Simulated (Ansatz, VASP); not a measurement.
# One calculation of Y3F2, two programs

```xyz
10
Lattice="-3.6653 3.6653 0.0000 3.6653 3.6653 0.0000 1.8326 -1.8326 -8.4387" Properties=species:S:1:pos:R:3 pbc="T T T"
Y     1.8326    1.8326   -2.6503
Y     1.8326    5.4979   -2.6503
Y     0.0000    3.6653   -5.7884
Y     3.6653    3.6653   -5.7884
Y     0.0000    3.6653    0.0000
Y     1.8326   -1.8326   -8.4387
F     0.0000    1.8326   -4.2194
F     3.6653    1.8326   -4.2194
F     1.8326    0.0000   -4.2194
F     1.8326    3.6653   -4.2194
```

Alike in both runs: task single point; functional PBE; k mesh 4 × 4 × 4; occupations gaussian, width 0.2 eV; no spin polarisation.

|  | VASP | Ansatz |
| --- | --- | --- |
| version | VASP 6.6.1 | Ansatz 0.2.0 |
| potentials or method | VASP PAW PBE potentials, release 64 (Y_sv, F), cutoff 520 eV | scalar-relativistic, plane waves, PAW |
| valence electrons in the cell | 94 | 94 |

```tsv
	VASP	Ansatz	Ansatz less VASP
gap on the k mesh at the Fermi level (eV)	none	none	-
pressure (GPa)	0.0	0.1	+0.11
rms of the force components (eV/Å)	0.014	0.006	-0.0078
```

Atom by atom the forces differ by 0.008 eV/Å (rms over components). A gap of «none» marks a metal or a gap that the smearing closes.
